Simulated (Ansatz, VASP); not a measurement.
# One calculation of Ru, two programs

```
Ru
1.0
     0.00000    0.00000   -4.29677
     5.43999    0.00000    0.00000
    -2.72000   -4.71117    0.00000
Ru
8
Direct
  0.75000 0.83333 0.16667
  0.75000 0.33333 0.16667
  0.75000 0.83333 0.66667
  0.75000 0.33333 0.66667
  0.25000 0.16667 0.33333
  0.25000 0.66667 0.33333
  0.25000 0.16667 0.83333
  0.25000 0.66667 0.83333
```

Alike in both runs: functional PBE; k mesh 8 × 6 × 6; occupations gaussian, width 0.1 eV; no spin polarisation.

Ansatz relaxed the structure, and its values are those at the end. VASP's run is a single point on that final structure, the one shown.

```csv
,VASP,Ansatz
version,VASP 6.6.1,Ansatz 0.2.0
potentials or method,"VASP PAW PBE potentials, release 64 (Ru_pv), cutoff 520 eV","scalar-relativistic, plane waves, PAW"
valence electrons in the cell,112,128
```

|  | VASP | Ansatz | Ansatz less VASP |
| --- | --- | --- | --- |
| gap on the k mesh at the Fermi level (eV) | none | none | - |
| pressure (GPa) | -0.1 | -0.1 | +0.04 |

A gap of «none» marks a metal or a gap that the smearing closes. VASP's potentials hold 112 valence electrons a cell and Ansatz's 128, so a difference there can come from the potentials and not from the codes.
